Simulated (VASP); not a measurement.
A run of VASP 6.6.1 is set up as follows.

The input INCAR:

```
SYSTEM = Au
ALGO = Normal
EDIFF = 1E-7
EDIFFG = -0.02
ENCUT = 600
GGA = CA
IBRION = 2
ISIF = 8
ISMEAR = -1
LASPH = .TRUE.
LCHARG = .FALSE.
LREAL = .FALSE.
LWAVE = .FALSE.
NELM = 80
NSW = 80
PREC = Accurate
SIGMA = 0.05
```

Contents of KPOINTS:

```
k-points
0
G
  18 18 18
  0 0 0
```

File POSCAR:

```
Au
1.0
    0.0000000000      2.0350000000      2.0350000000
    2.0350000000      0.0000000000      2.0350000000
    2.0350000000      2.0350000000      0.0000000000
Au
1
Direct
    0.0000000000      0.0000000000      0.0000000000
```

Potentials or basis: VASP PAW LDA potentials, release 64 (Au).

The run is started by

```sh
$ cat potpaw_LDA.64/Au/POTCAR > POTCAR
$ mpirun -np 1 vasp_std > vasp.out
```

Question: Estimate the space group after relaxing (to 0.05 Å).

Answer: Fm-3m (No. 225).

Question: What does it give for the relaxed volume?

Answer: 16.64 Å³/atom.

Question: What does it give for the relaxed cell?

Answer: a = 2.866 Å, b = 2.866 Å, c = 2.866 Å, α = 60.00°, β = 60.00°, γ = 60.00°.

The path:
```
step  energy change (eV)  largest force (eV/Å)  pressure (GPa)  volume (Å³)
   1              0.0000                0.0000           -2.41        16.85
   2              0.0043                0.0000            4.96        16.24
   3             -0.0017                0.0000           -0.02        16.64
```

 Zero-point motion and thermal expansion aren't in these numbers.
